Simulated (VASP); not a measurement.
# MgO (Fm-3m) in VASP: notebook

MgO is run at these levels: HSE06; tasks: single point.

All numbers are computed with VASP 6.6.1; they aren't measurements. Logs are shortened: lines on timing, memory, paths and dates and some standing lists are left out, and cuts for length are marked.

### 1 The cell of the first run

The structure is cubic, space group Fm-3m (No. 225). The conventional cell has a = 4.116 Å, b = 4.116 Å, c = 4.116 Å, α = 90.00°, β = 90.00°, γ = 90.00°. Within 2.7 Å of Mg (site symmetry m-3m) lie 6 O at 2.06 Å. Within 2.7 Å of O (site symmetry m-3m) lie 6 Mg at 2.06 Å.

### 2 Single point, HSE06 (8.71 Å³/atom)

POSCAR

```
MgO
1.0
    0.0000000000      2.0578185622      2.0578185622
    2.0578185622      0.0000000000      2.0578185622
    2.0578185622      2.0578185622      0.0000000000
Mg O
1 1
Direct
    0.0000000000      0.0000000000      0.0000000000
    0.5000000000      0.5000000000      0.5000000000
```

INCAR.step1

```
  PREC = Accurate
  ENCUT = 520
  EDIFF = 1E-5
  ISMEAR = 0
  SIGMA = 0.02
  LREAL = False
  LASPH = True
  NELM = 80
  ALGO = Normal
  ISIF = 2
  LWAVE = True
  NBANDS = 11
  GGA = PE
```

INCAR.step2

```
  PREC = Accurate
  ENCUT = 520
  EDIFF = 1E-6
  ISMEAR = 0
  SIGMA = 0.02
  LREAL = False
  LASPH = True
  NELM = 80
  ALGO = Normal
  ISIF = 2
  LWAVE = False
  LCHARG = True
  GGA = PE
  LHFCALC = True
  HFSCREEN = 0.2079
  PRECFOCK = Normal
  LELF = True
  LVHAR = True
  NBANDS = 11
  ISTART = 1
```

KPOINTS

```
regular mesh
0
Gamma
  6 6 6
```

Potentials or basis: VASP PAW PBE potentials, release 64 (Mg, O).

Started as:

```sh
cat potpaw_PBE.64/Mg/POTCAR potpaw_PBE.64/O/POTCAR > POTCAR
cp INCAR.step1 INCAR
mpirun -np 1 vasp_std > vasp.out
cp INCAR.step2 INCAR
mpirun -np 1 vasp_std > vasp.out
```

OUTCAR:

```text
PREC = Accurate
   ENCUT = 520
   EDIFF = 1E-6
   ISMEAR = 0
   LREAL = False
   LASPH = True
   NELM = 80
   ISIF = 2
   GGA = PE
   LHFCALC = True
   HFSCREEN = 0.2079
   PRECFOCK = Normal
   ISTART = 1

 ion  position               nearest neighbor table
   1  0.000  0.000  0.000-   2 2.06   2 2.06   2 2.06   2 2.06   2 2.06   2 2.06
   2  0.500  0.500  0.500-   1 2.06   1 2.06   1 2.06   1 2.06   1 2.06   1 2.06

  LATTYP: Found a face centered cubic cell.
 ALAT       =     4.1156371244

  Lattice vectors:

 A1 = (   0.0000000000,   2.0578185622,   2.0578185622)
 A2 = (   2.0578185622,   0.0000000000,   2.0578185622)
 A3 = (   2.0578185622,   2.0578185622,   0.0000000000)

Analysis of symmetry for initial positions (statically):
=====================================================================
 Subroutine PRICEL returns:
 Original cell was already a primitive cell.

 Routine SETGRP: Setting up the symmetry group for a
 face centered cubic supercell.

 Subroutine GETGRP returns: Found 48 space group operations
 (whereof 48 operations were pure point group operations)
 out of a pool of 48 trial point group operations.

The static configuration has the point symmetry O_h .

Analysis of symmetry for dynamics (positions and initial velocities):
=====================================================================
 Subroutine PRICEL returns:
 Original cell was already a primitive cell.

 Routine SETGRP: Setting up the symmetry group for a
 face centered cubic supercell.

 Subroutine GETGRP returns: Found 48 space group operations
 (whereof 48 operations were pure point group operations)
 out of a pool of 48 trial point group operations.

The dynamic configuration has the point symmetry O_h .

 Subroutine INISYM returns: Found 48 space group operations
 (whereof 48 operations are pure point group operations),
 and found     1 'primitive' translations

----------------------------------------------------------------------------------------

                                     Primitive cell

  volume of cell :      17.4281

  direct lattice vectors                    reciprocal lattice vectors
     0.000000000  2.057818562  2.057818562    -0.242975746  0.242975746  0.242975746
     2.057818562  0.000000000  2.057818562     0.242975746 -0.242975746  0.242975746
     2.057818562  2.057818562  0.000000000     0.242975746  0.242975746 -0.242975746

  length of vectors
     2.910194920  2.910194920  2.910194920     0.420846337  0.420846337  0.420846337

  position of ions in fractional coordinates (direct lattice)
     0.000000000  0.000000000  0.000000000
     0.500000000  0.500000000  0.500000000

  ion indices of the primitive-cell ions
   primitive index   ion index
                 1           1
                 2           2

----------------------------------------------------------------------------------------

 KPOINTS: regular mesh

Automatic generation of k-mesh.
 Grid dimensions read from file:
 generate k-points for:    6    6    6

 Generating k-lattice:

  Cartesian coordinates                     Fractional coordinates (reciprocal lattice)
    -0.040495958  0.040495958  0.040495958     0.166666667  0.000000000  0.000000000
     0.040495958 -0.040495958  0.040495958     0.000000000  0.166666667  0.000000000
     0.040495958  0.040495958 -0.040495958     0.000000000  0.000000000  0.166666667

  Length of vectors
     0.070141056  0.070141056  0.070141056

  Shift w.r.t. Gamma in fractional coordinates (k-lattice)
     0.000000000  0.000000000  0.000000000

 Subroutine IBZKPT returns following result:
 ===========================================

 Found     16 irreducible k-points:

 Following reciprocal coordinates:
            Coordinates               Weight
  0.000000  0.000000  0.000000      1.000000
  0.166667  0.000000  0.000000      8.000000
  0.333333  0.000000  0.000000      8.000000
  0.500000  0.000000  0.000000      4.000000
  0.166667  0.166667  0.000000      6.000000
  0.333333  0.166667  0.000000     24.000000
[... 8 lines left out ...]
 -0.333333  0.333333  0.166667     24.000000
 -0.333333  0.500000  0.166667     12.000000
   k-points           NKPTS =     16   k-points in BZ     NKDIM =    216   number of bands    NBANDS=     11
   number of dos      NEDOS =    301   number of ions     NIONS =      2
   total plane-waves  NPLWV =  13824
   dimension x,y,z NGX =    24 NGY =   24 NGZ =   24
   dimension x,y,z NGXF=    48 NGYF=   48 NGZF=   48
   ions per type =               1   1
   NGX,Y,Z   is equivalent  to a cutoff of  13.71, 13.71, 13.71 a.u.
   NGXF,Y,Z  is equivalent  to a cutoff of  27.42, 27.42, 27.42 a.u.
 SYSTEM =  unknown system
   PREC   = accura    normal or accurate (medium, high low for compatibility)
   ISTART =      1    job   : 0-new  1-cont  2-samecut
   ICHARG =      0    charge: 1-file 2-atom 10-const
   ISPIN  =      1    spin polarized calculation?
   LNONCOLLINEAR =      F non collinear calculations
   LSORBIT =      F    spin-orbit coupling
   LASPH  =      T    aspherical Exc in radial PAW
   ENCUT  =  520.0 eV  38.22 Ry    6.18 a.u.   5.41  5.41  5.41*2*pi/ulx,y,z
   NELM   =     80;   NELMIN=  2; NELMDL=  0     # of ELM steps
   EDIFF  = 0.1E-05   stopping-criterion for ELM
   LREAL  =      F    real-space projection
   EDIFFG = 0.1E-04   stopping-criterion for IOM
   NSW    =      0    number of steps for IOM
   IBRION =     -1    ionic relax: 0-MD 1-quasi-New 2-CG
   NFREE  =      0    steps in history (QN), initial steepest desc. (CG)
   ISIF   =      2    stress and relaxation
   ISYM   =      3    0-nonsym 1-usesym 2-fastsym
   POTIM  = 0.5000    time-step for ionic-motion
   TEBEG  =    0.0;   TEEND  =   0.0 temperature during run
   PSTRESS=    0.0 pullay stress
   NELECT =       8.0000    total number of electrons
   NUPDOWN=      -1.0000    fix difference up-down
   EMIN   =  10.00;   EMAX   =-10.00  energy-range for DOS
   EFERMI =   0.00;   METHOD = LEGACY
   ISMEAR =     0;   SIGMA  =   0.02  broadening in eV -4-tet -1-fermi 0-gaus
   EFERMI_NEDOS =   21; number of points for ismear=-14 and -15
   IALGO  =     38    algorithm
   IMIX   =      1    mixing-type and parameters
     AMIX     =   0.40;   BMIX     =  1.00
     AMIX_MAG =   1.60;   BMIX_MAG =  1.00
  volume/ion in A,a.u.               =       8.71        58.81
  Fermi-wavevector in a.u.,A,eV,Ry     =   1.262858  2.386455 21.698701  1.594810
  Thomas-Fermi vector in A             =   2.396244
   LORBIT       =      0    0 simple, 1 ext, 2 COOP (PROOUT), +10 PAW based schemes
   GGA     = PE    functional components
   LHFCALC =     T    Hartree Fock is set to
   PRECFOCK=normal    Normal, Fast or Accurate (Low or Medium for compatibility)
   ENCUT4O =  -1.0   cutoff for four orbital integrals eV
   NKREDX  =     1    reduce k-point grid by
   NKREDY  =     1    reduce k-point grid by
   NKREDZ  =     1    reduce k-point grid by
   AEXX    =    0.2500 exact exchange contribution
   HFSCREEN=    0.2079 screening length (either q_TF or 0.3 A-1)
   HFSCREENC=   0.2079 screening length for correlation (either q_TF or 0.3 A-1)
   ENCUTFOCK=  -1.0 apply spherical cutoff to Coloumb kernel
   IVDW    =     0    specifies the selected vdW correction
   LEPSILON=     F    determine dielectric tensor
   LRPA    =     F    only Hartree local field effects (RPA)
 non-spin polarized calculation
 Gauss-broadening in eV      SIGMA  =   0.02
  energy-cutoff  :      520.00
  volume of cell :       17.43
 maximum number of plane-waves:       483
 NGX is ok and might be reduce to    24
  NGX = 18; NGY = 18; NGZ = 18

 number of electron       7.9999997 magnetization

 Free energy of the ion-electron system (eV)
  ---------------------------------------------------
  ext. energy  EPLUGINS =         0.00000000
  ---------------------------------------------------
  free energy    TOTEN  =       -14.17156612 eV

  energy without entropy =      -14.17156612  energy(sigma->0) =      -14.17156612

 E-fermi :   2.5387     XC(G=0):  -9.3583

 val. band max:        2.4545406026   @ k =   0.0000   0.0000   0.0000
 cond. band min:       9.6640646990   @ k =   0.0000   0.0000   0.0000
 fundamental gap:      7.2095240963
 Fermi energy:         2.5386525659

 k-point     1 :       0.0000    0.0000    0.0000
  band No.  band energies     occupation
      1     -16.7478      2.00000
      2       2.4545      2.00000
      3       2.4545      2.00000
      4       2.4545      2.00000
      5       9.6641      0.00000
      6      20.6412      0.00000
      7      20.6412      0.00000
      8      20.6412      0.00000
      9      24.7682      0.00000
     10      26.7780      0.00000
     11      26.7780      0.00000

 k-point     2 :       0.1667    0.0000    0.0000
  band No.  band energies     occupation
      1     -16.4132      2.00000
      2       0.8242      2.00000
      3       2.2413      2.00000
      4       2.2413      2.00000
      5      11.1210      0.00000
      6      18.2727      0.00000
      7      21.3281      0.00000
      8      21.3281      0.00000
      9      25.6195      0.00000
     10      25.6195      0.00000
     11      27.9797      0.00000

 k-point     3 :       0.3333    0.0000    0.0000
  band No.  band energies     occupation
      1     -15.6524      2.00000
      2      -1.6840      2.00000
      3       1.8432      2.00000
      4       1.8432      2.00000
      5      12.5412      0.00000
      6      17.5291      0.00000
      7      21.7648      0.00000
      8      21.7648      0.00000
      9      26.3859      0.00000
     10      26.3859      0.00000
     11      27.2787      0.00000
[... 155 lines left out ...]
 k-point    15 :      -0.3333    0.3333    0.1667
  band No.  band energies     occupation
      1     -14.9392      2.00000
      2      -1.6495      2.00000
      3      -0.3896      2.00000
      4       0.9713      2.00000
      5      15.5135      0.00000
      6      17.0663      0.00000
      7      18.1082      0.00000
      8      22.0746      0.00000
      9      26.3286      0.00000
     10      27.7586      0.00000
     11      33.8950      0.00000

 k-point    16 :      -0.3333    0.5000    0.1667
  band No.  band energies     occupation
      1     -14.8594      2.00000
      2      -1.6389      2.00000
      3      -0.1347      2.00000
      4       0.5299      2.00000
      5      15.1922      0.00000
      6      16.7249      0.00000
      7      17.7678      0.00000
      8      22.1910      0.00000
      9      26.0695      0.00000
     10      30.3750      0.00000
     11      32.2883      0.00000

------------------------ aborting loop because EDIFF is reached ----------------------------------------

  FORCE on cell =-STRESS in cart. coord.  units (eV):
  Direction    XX          YY          ZZ          XY          YZ          ZX
  --------------------------------------------------------------------------------------
  -------------------------------------------------------------------------------------
  Total        1.2600166      1.2600166      1.2600166      0.0000000      0.0000000      0.0000000
  in kB      115.8338785    115.8338785    115.8338785      0.0000000      0.0000000      0.0000000
  external PRESSURE =     115.8338785 kB  Pullay stress =       0.0000000 kB

 VOLUME and BASIS-vectors are now :
 -----------------------------------------------------------------------------
  energy-cutoff  :      520.00
  volume of cell :       17.43
      direct lattice vectors                 reciprocal lattice vectors
     0.000000000  2.057818562  2.057818562    -0.242975746  0.242975746  0.242975746
     2.057818562  0.000000000  2.057818562     0.242975746 -0.242975746  0.242975746
     2.057818562  2.057818562  0.000000000     0.242975746  0.242975746 -0.242975746

 POSITION                                       TOTAL-FORCE (eV/Angst)
 -----------------------------------------------------------------------------------
      0.00000      0.00000      0.00000         0.000000      0.000000      0.000000
      2.05782      2.05782      2.05782        -0.000000     -0.000000     -0.000000
 -----------------------------------------------------------------------------------
    total drift:                                0.000219      0.000307      0.000303

  FREE ENERGIE OF THE ION-ELECTRON SYSTEM (eV)
  ---------------------------------------------------
  free  energy   TOTEN  =       -14.1715661192 eV

  energy  without entropy=      -14.1715661192  energy(sigma->0) =      -14.17156612
```

It took 5.6 min on 1 thread of AMD EPYC 7R13 (Zen 3), shared host; peak memory 0.22 GiB.

Results:

* Free energy: -14.1716 eV
* Pressure: 11.6 GPa
* Band gap on the k mesh: 7.21 eV

Caveat: the k points lie up to 0.44 Å⁻¹ apart; the PAW data sets were made with another functional, which shifts forces and pressure a little.

### 3 Single point, HSE06 (8.99 Å³/atom)

This run uses another cell than the first one, of 8.99 Å³/atom.

POSCAR

```
MgO
1.0
    0.0000000000      2.0794814021      2.0794814021
    2.0794814021      0.0000000000      2.0794814021
    2.0794814021      2.0794814021      0.0000000000
Mg O
1 1
Direct
    0.0000000000      0.0000000000      0.0000000000
    0.5000000000      0.5000000000      0.5000000000
```

INCAR.step1

```
SYSTEM = MgO
PREC = Accurate
ENCUT = 520
EDIFF = 1E-5
ISMEAR = 0
SIGMA = 0.02
LREAL = .FALSE.
LASPH = .TRUE.
NELM = 80
ALGO = Normal
ISIF = 2
LWAVE = .TRUE.
LCHARG = .FALSE.
GGA = PE
NBANDS = 11
```

INCAR.step2

```
SYSTEM = MgO
PREC = Accurate
ENCUT = 520
EDIFF = 1E-6
ISMEAR = 0
SIGMA = 0.02
LREAL = .FALSE.
LASPH = .TRUE.
NELM = 80
ALGO = Normal
ISIF = 2
LWAVE = .FALSE.
LCHARG = .FALSE.
GGA = PE
LHFCALC = .TRUE.
HFSCREEN = 0.2079
PRECFOCK = Normal
ISTART = 1
NBANDS = 11
```

KPOINTS

```
Automatic mesh
0
G
  6 6 6
  0 0 0
```

Potentials or basis: VASP PAW PBE potentials, release 64 (Mg, O).

Started as:

```sh
cat potpaw_PBE.64/Mg/POTCAR potpaw_PBE.64/O/POTCAR > POTCAR
cp INCAR.step1 INCAR
mpirun -np 1 vasp_std > vasp.out
cp INCAR.step2 INCAR
mpirun -np 1 vasp_std > vasp.out
```

It took 5.6 min on 1 thread of AMD EPYC 7R13 (Zen 3), shared host; peak memory 0.22 GiB.

Results (log left out):

| Quantity | Value |
| --- | --- |
| Free energy | -14.2011 eV |
| Pressure | 5.2 GPa |
| Band gap on the k mesh | 6.85 eV |

Levels at points of the mesh, in eV from the valence-band top:
| k point | band 1 | band 2 | band 3 | band 4 | band 5 | band 6 | band 7 | band 8 |
| --- | --- | --- | --- | --- | --- | --- | --- | --- |
| (0.00, 0.00, 0.00) | -19.03 | 0.00 | 0.00 | 0.00 | 6.85 | 17.99 | 17.99 | 17.99 |
| (0.50, 0.00, 0.00) | -17.58 | -5.11 | -0.76 | -0.76 | 9.94 | 15.33 | 18.74 | 18.74 |
| (0.50, 0.50, 0.00) | -17.29 | -4.55 | -1.53 | -1.53 | 10.91 | 12.29 | 15.80 | 21.99 |

Caveat: the k points lie up to 0.44 Å⁻¹ apart; the PAW data sets were made with another functional, which shifts forces and pressure a little.
